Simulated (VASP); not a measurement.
A run of VASP 6.6.1 is set up as follows.

The input INCAR:

```
ALGO = Normal
EDIFF = 1E-6
ENCUT = 520
GGA = PS
ISIF = 2
ISMEAR = 1
LASPH = T
LCHARG = F
LREAL = F
LWAVE = F
NBANDS = 13
NELM = 100
PREC = Accurate
SIGMA = 0.1
```

The input KPOINTS:

```
k-points
0
Gamma
  11 11 11
```

Contents of POSCAR:

```
Sn
1.0
   -1.8819356528      1.8819356528      1.8819356528
    1.8819356528     -1.8819356528      1.8819356528
    1.8819356528      1.8819356528     -1.8819356528
Sn
1
Direct
    0.0000000000      0.0000000000      0.0000000000
```

Potentials or basis: VASP PAW PBE potentials, release 64 (Sn_d).

The run is started by

```sh
$ cat potpaw_PBE.64/Sn_d/POTCAR > POTCAR
$ mpirun -np 1 vasp_std > vasp.out
```

Q: Estimate the band gap on the k mesh.

A: Zero (band 7 reaches 16.30 eV, above the bottom of band 8 at 5.72 eV).

Q: Predict the pressure.

A: -0.7 GPa.

Caveat: the PAW data sets were made with another functional, which shifts forces and pressure a little; spin-orbit coupling is left out, which moves the levels of the heavy elements.
